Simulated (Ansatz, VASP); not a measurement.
# One calculation of Mo, two programs

```
Mo
1.0
     3.13500    0.00000    0.00000
     0.00000    3.13500    0.00000
     0.00000    0.00000   21.40500
Mo
7
Direct
  0.00000 0.00000 0.28847
  0.50000 0.50000 0.35286
  0.00000 0.00000 0.42714
  0.50000 0.50000 0.50000
  0.00000 0.00000 0.57286
  0.50000 0.50000 0.64714
  0.00000 0.00000 0.71153
```

Alike in both runs: functional PBEsol; k mesh 16 × 16 × 1; occupations methfessel-paxton of order 1, width 0.1 eV; no spin polarisation.

Ansatz relaxed the structure, and its values are those at the end. VASP's run is a single point on that final structure, the one shown.

|  | VASP | Ansatz |
| --- | --- | --- |
| version | VASP 6.6.1 | Ansatz 0.2.0 |
| potentials or method | VASP PAW PBE potentials, release 64 (Mo_sv) | scalar-relativistic, plane waves, PAW |
| plane-wave cutoff (eV) | 520 | 420 |
| valence electrons in the cell | 98 | 98 |

Ansatz gave:

```
gap on the k mesh at the Fermi level (eV) : none
rms of the force components (eV/Å)        : 0.003
```

Task: Estimate VASP's values.

Result: gap on the k mesh at the Fermi level (eV): none; rms of the force components (eV/Å): 0.012.

VASP's potentials were made for PBE, not for PBEsol. A gap of «none» marks a metal or a gap that the smearing closes. With one functional, cell and mesh, what is left measures potentials, basis and numerics.
